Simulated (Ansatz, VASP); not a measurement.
# Ba: VASP beside Ansatz

Contents of INCAR:

```
ALGO = Fast
EDIFF = 1E-6
ENCUT = 520
GGA = CA
ISIF = 2
ISMEAR = -1
LASPH = True
LCHARG = False
LREAL = False
LWAVE = False
NBANDS = 11
NELM = 60
PREC = Accurate
SIGMA = 0.05
```

The input KPOINTS:

```
k-points
0
Gamma
  8 8 8
```

Contents of POSCAR:

```
Ba
1.0
   -2.5065000000      2.5065000000      2.5065000000
    2.5065000000     -2.5065000000      2.5065000000
    2.5065000000      2.5065000000     -2.5065000000
Ba
1
Direct
    0.0000000000      0.0000000000      0.0000000000
```

File input.yaml:

```yaml
crystal:
  lattice:
    - [-2.5065, 2.5065, 2.5065]
    - [2.5065, -2.5065, 2.5065]
    - [2.5065, 2.5065, -2.5065]
  atoms:
    - { symbol: Ba, position: [0.0, 0.0, 0.0] }
kpoints:
  mp_grid: { grid: [8, 8, 8] }
  band_path:
    path:
      - [0.0, 0.0, 0.0]
      - [0.5, -0.5, 0.5]
      - [0.0, 0.0, 0.5]
      - [0.0, 0.0, 0.0]
      - [0.25, 0.25, 0.25]
      - [0.5, -0.5, 0.5]
    npoints: 12
scf:
  occupations: { method: fermi_dirac, width: 0.05 }
hamiltonian:
  xc: lda
  pseudopotentials: { kind: all_electron, lapw: { basis_error: 0.001 } }
output:
  forces: true
  stress: true
  eigenvalues: true
```

Alike in both runs: functional LDA; k mesh 8 × 8 × 8; occupations fermi-dirac, width 0.05 eV; no spin polarisation.

|  | VASP | Ansatz |
| --- | --- | --- |
| version | VASP 6.6.1 | Ansatz 0.2.0 |
| potentials or method | VASP PAW LDA potentials, release 64 (Ba_sv), cutoff 520 eV | all-electron LAPW, scalar-relativistic |
| task | single point | band structure |

```tsv
	VASP	Ansatz	Ansatz less VASP
gap on the k mesh at the Fermi level (eV)	none	none	-
pressure (GPa)	-1.3	-1.3	-0.03
```

LDA's correlation is that of Perdew and Zunger in VASP and of Perdew and Wang (1992) in Ansatz. A gap of «none» marks a metal or a gap that the smearing closes. Ansatz ran all-electron here, and VASP with PAW potentials.

Neither program's run includes spin-orbit coupling.
